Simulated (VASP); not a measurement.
# H (P4/mmm) in VASP: further runs

The runs below take H through single point, with PBE+D4.

All numbers are computed with VASP 6.6.1; they aren't measurements. Logs are shortened: lines on timing, memory, paths and dates and some standing lists are left out, and cuts for length are marked.

## (1) The cell of the first run

The structure is tetragonal, space group P4/mmm (No. 123). Conventional cell: a = 2.685 Å, b = 2.685 Å, c = 0.993 Å, α = 90.00°, β = 90.00°, γ = 90.00°. Within 1.3 Å of H (site symmetry 4/mmm) lie 2 H at 0.99 Å.

## (2) Single point, PBE+D4

INCAR reads:

```
PREC = Accurate ; ENCUT = 500
EDIFF = 1E-6 ; ISMEAR = 0
SIGMA = 0.1 ; LREAL = False
LASPH = True ; NELM = 120
ALGO = Normal ; ISIF = 2
LWAVE = False ; LCHARG = False
GGA = PE ; IVDW = 13
NBANDS = 6 ; GGA_COMPAT = False
```

KPOINTS reads:

```
regular mesh
0
Gamma
  8 8 22
```

POSCAR reads:

```
H
1.0
    2.6845064050      0.0000000000      0.0000000000
    0.0000000000      2.6845064050      0.0000000000
    0.0000000000      0.0000000000      0.9933956223
H
1
Direct
    0.0000000000      0.0000000000      0.5000000000
```

Potentials or basis: VASP PAW PBE potentials, release 64 (H).

Started as:

```sh
cat potpaw_PBE.64/H/POTCAR > POTCAR
mpirun -np 1 vasp_std > vasp.out
```

OUTCAR:

```text
PREC = Accurate
   ENCUT = 500
   EDIFF = 1E-6
   ISMEAR = 0
   LREAL = False
   LASPH = True
   NELM = 120
   ISIF = 2
   GGA = PE
   IVDW = 13

 ion  position               nearest neighbor table
   1  0.000  0.000  0.500-

  LATTYP: Found a simple tetragonal cell.
 ALAT       =     2.6845064050
 C/A-ratio  =     0.3700477751

  Lattice vectors:

 A1 = (   2.6845064050,   0.0000000000,   0.0000000000)
 A2 = (   0.0000000000,   2.6845064050,   0.0000000000)
 A3 = (   0.0000000000,   0.0000000000,   0.9933956223)

Analysis of symmetry for initial positions (statically):
=====================================================================
 Subroutine PRICEL returns:
 Original cell was already a primitive cell.

 Routine SETGRP: Setting up the symmetry group for a
 simple tetragonal supercell.

 Subroutine GETGRP returns: Found 16 space group operations
 (whereof 16 operations were pure point group operations)
 out of a pool of 16 trial point group operations.

The static configuration has the point symmetry D_4h.

Analysis of symmetry for dynamics (positions and initial velocities):
=====================================================================
 Subroutine PRICEL returns:
 Original cell was already a primitive cell.

 Routine SETGRP: Setting up the symmetry group for a
 simple tetragonal supercell.

 Subroutine GETGRP returns: Found 16 space group operations
 (whereof 16 operations were pure point group operations)
 out of a pool of 16 trial point group operations.

The dynamic configuration has the point symmetry D_4h.

 Subroutine INISYM returns: Found 16 space group operations
 (whereof 16 operations are pure point group operations),
 and found     1 'primitive' translations

----------------------------------------------------------------------------------------

                                     Primitive cell

  volume of cell :       7.1590

  direct lattice vectors                    reciprocal lattice vectors
     2.684506405  0.000000000  0.000000000     0.372507958  0.000000000  0.000000000
     0.000000000  2.684506405  0.000000000     0.000000000  0.372507958  0.000000000
     0.000000000  0.000000000  0.993395622     0.000000000  0.000000000  1.006648285

  length of vectors
     2.684506405  2.684506405  0.993395622     0.372507958  0.372507958  1.006648285

  position of ions in fractional coordinates (direct lattice)
     0.000000000  0.000000000  0.500000000
[... 75 lines left out ...]
   NELM   =    120;   NELMIN=  2; NELMDL= -5     # of ELM steps
   EDIFF  = 0.1E-05   stopping-criterion for ELM
   LREAL  =      F    real-space projection
   EDIFFG = 0.1E-04   stopping-criterion for IOM
   NSW    =      0    number of steps for IOM
   IBRION =     -1    ionic relax: 0-MD 1-quasi-New 2-CG
   NFREE  =      0    steps in history (QN), initial steepest desc. (CG)
   ISIF   =      2    stress and relaxation
   ISYM   =      2    0-nonsym 1-usesym 2-fastsym
   POTIM  = 0.5000    time-step for ionic-motion
   TEBEG  =    0.0;   TEEND  =   0.0 temperature during run
   PSTRESS=    0.0 pullay stress
   NELECT =       1.0000    total number of electrons
   NUPDOWN=      -1.0000    fix difference up-down
   EMIN   =  10.00;   EMAX   =-10.00  energy-range for DOS
   EFERMI =   0.00;   METHOD = LEGACY
   ISMEAR =     0;   SIGMA  =   0.10  broadening in eV -4-tet -1-fermi 0-gaus
   EFERMI_NEDOS =   21; number of points for ismear=-14 and -15
   IALGO  =     38    algorithm
   IMIX   =      4    mixing-type and parameters
     AMIX     =   0.40;   BMIX     =  1.00
     AMIX_MAG =   1.60;   BMIX_MAG =  1.00
  volume/ion in A,a.u.               =       7.16        48.31
  Fermi-wavevector in a.u.,A,eV,Ry     =   0.849424  1.605178  9.816888  0.721521
  Thomas-Fermi vector in A             =   1.965242
   LORBIT       =      0    0 simple, 1 ext, 2 COOP (PROOUT), +10 PAW based schemes
   GGA     = PE    functional components
   LHFCALC =     F    Hartree Fock is set to
   AEXX    =    0.0000 exact exchange contribution
   IVDW    =    13    specifies the selected vdW correction
   LEPSILON=     F    determine dielectric tensor
   LRPA    =     F    only Hartree local field effects (RPA)
 non-spin polarized calculation
 Gauss-broadening in eV      SIGMA  =   0.10
  energy-cutoff  :      500.00
  volume of cell :        7.16
 maximum number of plane-waves:       196
 NGX is ok and might be reduce to    20
   NGX =  9   NGY =  9   NGZ =  3

 number of electron       0.9999999 magnetization

 Free energy of the ion-electron system (eV)
  ---------------------------------------------------
  ext. energy  EPLUGINS =         0.00000000
  ---------------------------------------------------
  free energy    TOTEN  =        -3.02621610 eV

  energy without entropy =       -3.02621610  energy(sigma->0) =       -3.02621610

 E-fermi :  -1.5643     XC(G=0):  -6.6931

 val. band max:       -2.1542306371   @ k =   0.5000   0.5000   0.2273
 cond. band min:      -1.1685113335   @ k =   0.0000   0.0000   0.2727
 fundamental gap:      0.9857193036
 Fermi energy:        -1.5642536805

 k-point     1 :       0.0000    0.0000    0.0000
  band No.  band energies     occupation
      1     -12.3680      2.00000
      2       8.0627      0.00000
      3      13.7697      0.00000
      4      13.7697      0.00000
      5      16.7859      0.00000
      6      34.0904      0.00000
[... 199 lines left out ...]
 k-point    24 :       0.5000    0.1250    0.0455
  band No.  band energies     occupation
      1     -10.5482      2.00000
      2       1.8199      0.00000
      3      11.5253      0.00000
      4      17.8769      0.00000
      5      21.1049      0.00000
      6      28.1831      0.00000

 [... further k-points ...]

------------------------ aborting loop because EDIFF is reached ----------------------------------------

  DFT-D4 for vdW energy calculation

  Edisp (eV):   -0.06885

  FORCE on cell =-STRESS in cart. coord.  units (eV):
  Direction    XX          YY          ZZ          XY          YZ          ZX
  --------------------------------------------------------------------------------------
  -------------------------------------------------------------------------------------
  Total       0.01412     0.01412    -0.24377     0.00000    -0.00000     0.00000
  in kB       3.16097     3.16097   -54.55547     0.00000    -0.00000     0.00000
  external pressure =      -16.08 kB  Pullay stress =        0.00 kB

 VOLUME and BASIS-vectors are now :
 -----------------------------------------------------------------------------
  energy-cutoff  :      500.00
  volume of cell :        7.16
      direct lattice vectors                 reciprocal lattice vectors
     2.684506405  0.000000000  0.000000000     0.372507958  0.000000000  0.000000000
     0.000000000  2.684506405  0.000000000     0.000000000  0.372507958  0.000000000
     0.000000000  0.000000000  0.993395622     0.000000000  0.000000000  1.006648285

 POSITION                                       TOTAL-FORCE (eV/Angst)
 -----------------------------------------------------------------------------------
      0.00000      0.00000      0.49670         0.000000      0.000000      0.000000
 -----------------------------------------------------------------------------------
    total drift:                               -0.000000      0.000000      0.000000

  FREE ENERGIE OF THE ION-ELECTRON SYSTEM (eV)
  ---------------------------------------------------
  free  energy   TOTEN  =        -3.0950697673 eV

  energy  without entropy=       -3.0950697673  energy(sigma->0) =       -3.09506977
```

It took 14 s on 1 thread of Intel Xeon 8259CL, shared host; peak memory 0.11 GiB.

Results:

- Free energy: -3.0951 eV
- Pressure: -1.6 GPa
- Band gap on the k mesh: zero (an odd number of electrons rules out a gap without spin polarisation)
- Dispersion energy per atom: -0.069 eV

Levels at points of the mesh, in eV from the Fermi level:
```csv
k point,band 1,band 2,band 3,band 4,band 5
"(0.00, 0.00, 0.00)",-10.80,9.63,15.33,15.33,18.35
"(0.50, 0.00, 0.00)",-9.44,2.76,16.14,18.23,23.88
"(0.50, 0.50, 0.00)",-8.34,6.46,6.46,9.91,37.45
"(0.00, 0.00, 0.50)",23.23,30.70,45.72,50.63,53.01
"(0.50, 0.00, 0.50)",24.04,32.91,40.70,41.04,52.67
"(0.50, 0.50, 0.50)",24.70,34.76,44.31,44.31,44.82
```

## (3) Single point, PBE+D4

This run uses another cell than the first one, of 6.88 Å³/atom.

INCAR reads:

```
SYSTEM = H
  PREC = Accurate
  ENCUT = 500
  EDIFF = 1E-6
  ISMEAR = 0
  SIGMA = 0.1
  LREAL = .FALSE.
  LASPH = .TRUE.
  NELM = 120
  ALGO = Normal
  ISIF = 2
  LWAVE = .FALSE.
  LCHARG = .FALSE.
  GGA = PE
  IVDW = 13
  NBANDS = 6
  GGA_COMPAT = .FALSE.
```

KPOINTS reads:

```
Automatic mesh
0
G
  8 8 22
  0 0 0
```

POSCAR reads:

```
H
1.0
    2.6496387389      0.0000000000      0.0000000000
    0.0000000000      2.6496387389      0.0000000000
    0.0000000000      0.0000000000      0.9804929200
H
1
Direct
    0.0000000000      0.0000000000      0.5000000000
```

Potentials or basis: VASP PAW PBE potentials, release 64 (H).

Started as:

```sh
cat potpaw_PBE.64/H/POTCAR > POTCAR
mpirun -np 1 vasp_std > vasp.out
```

OUTCAR:

```text
SYSTEM = H
   PREC = Accurate
   ENCUT = 500
   EDIFF = 1E-6
   ISMEAR = 0
   LREAL = .FALSE.
   LASPH = .TRUE.
   NELM = 120
   ISIF = 2
   GGA = PE
   IVDW = 13

 ion  position               nearest neighbor table
   1  0.000  0.000  0.500-

  LATTYP: Found a simple tetragonal cell.
 ALAT       =     2.6496387389
 C/A-ratio  =     0.3700477750

  Lattice vectors:

 A1 = (   2.6496387389,   0.0000000000,   0.0000000000)
 A2 = (   0.0000000000,   2.6496387389,   0.0000000000)
 A3 = (   0.0000000000,   0.0000000000,   0.9804929200)

Analysis of symmetry for initial positions (statically):
=====================================================================
 Subroutine PRICEL returns:
 Original cell was already a primitive cell.

 Routine SETGRP: Setting up the symmetry group for a
 simple tetragonal supercell.

 Subroutine GETGRP returns: Found 16 space group operations
 (whereof 16 operations were pure point group operations)
 out of a pool of 16 trial point group operations.

The static configuration has the point symmetry D_4h.

Analysis of symmetry for dynamics (positions and initial velocities):
=====================================================================
 Subroutine PRICEL returns:
 Original cell was already a primitive cell.

 Routine SETGRP: Setting up the symmetry group for a
 simple tetragonal supercell.

 Subroutine GETGRP returns: Found 16 space group operations
 (whereof 16 operations were pure point group operations)
 out of a pool of 16 trial point group operations.

The dynamic configuration has the point symmetry D_4h.

 Subroutine INISYM returns: Found 16 space group operations
 (whereof 16 operations are pure point group operations),
 and found     1 'primitive' translations

----------------------------------------------------------------------------------------

[... 107 lines left out ...]
   IALGO  =     38    algorithm
   IMIX   =      4    mixing-type and parameters
     AMIX     =   0.40;   BMIX     =  1.00
     AMIX_MAG =   1.60;   BMIX_MAG =  1.00
  volume/ion in A,a.u.               =       6.88        46.45
  Fermi-wavevector in a.u.,A,eV,Ry     =   0.860602  1.626302 10.076956  0.740635
  Thomas-Fermi vector in A             =   1.978131
   LORBIT       =      0    0 simple, 1 ext, 2 COOP (PROOUT), +10 PAW based schemes
   GGA     = PE    functional components
   LHFCALC =     F    Hartree Fock is set to
   AEXX    =    0.0000 exact exchange contribution
   IVDW    =    13    specifies the selected vdW correction
   LEPSILON=     F    determine dielectric tensor
   LRPA    =     F    only Hartree local field effects (RPA)
 non-spin polarized calculation
 Gauss-broadening in eV      SIGMA  =   0.10
  energy-cutoff  :      500.00
  volume of cell :        6.88
 maximum number of plane-waves:       184
 NGX is ok and might be reduce to    20
   NGX =  9   NGY =  9   NGZ =  3

 number of electron       0.9999999 magnetization

 Free energy of the ion-electron system (eV)
  ---------------------------------------------------
  ext. energy  EPLUGINS =         0.00000000
  ---------------------------------------------------
  free energy    TOTEN  =        -3.02456290 eV

  energy without entropy =       -3.02456290  energy(sigma->0) =       -3.02456290

 E-fermi :  -1.4036     XC(G=0):  -6.8012

 val. band max:       -1.9322919031   @ k =   0.5000   0.5000   0.2273
 cond. band min:      -0.9803196642   @ k =   0.0000   0.0000   0.2727
 fundamental gap:      0.9519722389
 Fermi energy:        -1.4035823152

 k-point     1 :       0.0000    0.0000    0.0000
  band No.  band energies     occupation
      1     -12.4835      2.00000
      2       8.3984      0.00000
      3      14.2096      0.00000
      4      14.2096      0.00000
      5      17.2613      0.00000
      6      35.0563      0.00000
[... 199 lines left out ...]
 k-point    24 :       0.5000    0.1250    0.0455
  band No.  band energies     occupation
      1     -10.5786      2.00000
      2       1.9082      0.00000
      3      11.9180      0.00000
      4      18.3832      0.00000
      5      21.7729      0.00000
      6      28.9658      0.00000

 [... further k-points ...]

------------------------ aborting loop because EDIFF is reached ----------------------------------------

  DFT-D4 for vdW energy calculation

  Edisp (eV):   -0.07155

  FORCE on cell =-STRESS in cart. coord.  units (eV):
  Direction    XX          YY          ZZ          XY          YZ          ZX
  --------------------------------------------------------------------------------------
  -------------------------------------------------------------------------------------
  Total       0.02155     0.02155    -0.06586     0.00000     0.00000     0.00000
  in kB       5.01540     5.01540   -15.33014     0.00000     0.00000     0.00000
  external pressure =       -1.77 kB  Pullay stress =        0.00 kB

 VOLUME and BASIS-vectors are now :
 -----------------------------------------------------------------------------
  energy-cutoff  :      500.00
  volume of cell :        6.88
      direct lattice vectors                 reciprocal lattice vectors
     2.649638739  0.000000000  0.000000000     0.377409941  0.000000000  0.000000000
     0.000000000  2.649638739  0.000000000     0.000000000  0.377409941  0.000000000
     0.000000000  0.000000000  0.980492920     0.000000000  0.000000000  1.019895177

 POSITION                                       TOTAL-FORCE (eV/Angst)
 -----------------------------------------------------------------------------------
      0.00000      0.00000      0.49025         0.000000      0.000000      0.000000
 -----------------------------------------------------------------------------------
    total drift:                                0.000000      0.000000      0.000000

  FREE ENERGIE OF THE ION-ELECTRON SYSTEM (eV)
  ---------------------------------------------------
  free  energy   TOTEN  =        -3.0961080512 eV

  energy  without entropy=       -3.0961080512  energy(sigma->0) =       -3.09610805
```

OSZICAR:

```text
N       E                     dE             d eps       ncg     rms          rms(c)
DAV:   1    -0.302611093779E+01   -0.30261E+01   -0.22340E+02  2274   0.673E+01
DAV:   2    -0.311859312649E+01   -0.92482E-01   -0.92482E-01  2844   0.573E+00
DAV:   3    -0.311864224379E+01   -0.49117E-04   -0.49117E-04  2460   0.127E-01
DAV:   4    -0.311864225794E+01   -0.14152E-07   -0.14152E-07  3174   0.208E-03
DAV:   5    -0.311864225795E+01   -0.37250E-11   -0.37353E-11  2400   0.234E-05    0.183E+00
DAV:   6    -0.305548812342E+01    0.63154E-01   -0.19431E-02  2376   0.444E-01    0.108E+00
DAV:   7    -0.302325741787E+01    0.32231E-01   -0.45605E-02  2418   0.727E-01    0.104E-01
DAV:   8    -0.302454743718E+01   -0.12900E-02   -0.99278E-04  2244   0.137E-01    0.104E-02
DAV:   9    -0.302456006639E+01   -0.12629E-04   -0.14313E-05  2688   0.193E-02    0.334E-03
DAV:  10    -0.302456290188E+01   -0.28355E-05   -0.24888E-06  2292   0.885E-03    0.496E-04
DAV:  11    -0.302456290155E+01    0.32675E-09   -0.93138E-09  2034   0.563E-04
   1 F= -.30961081E+01 E0= -.30961081E+01  d E =-.132871E-11
```

stdout:

```text
POSCAR found type information on POSCAR H
 POSCAR found :  1 types and       1 ions
 scaLAPACK will be used
 LDA part: xc-table for (Slater+PW92), standard interpolation
 POSCAR, INCAR and KPOINTS ok, starting setup
 FFT: planning ... GRIDC
 FFT: planning ... GRID_SOFT
 FFT: planning ... GRID
 WAVECAR not read
 entering main loop
```

Run time: 16 s. Hardware: 1 thread of Intel Xeon 8259CL, shared host; peak memory 0.11 GiB.

What came out:

| Quantity | Value |
| --- | --- |
| Free energy | -3.0961 eV |
| Pressure | -0.2 GPa |
| Band gap on the k mesh | zero (an odd number of electrons rules out a gap without spin polarisation) |
| Dispersion energy per atom | -0.072 eV |

Stress tensor (GPa, compression positive):
```
 0.50  0.00  0.00
 0.00  0.50  0.00
 0.00  0.00 -1.53
```
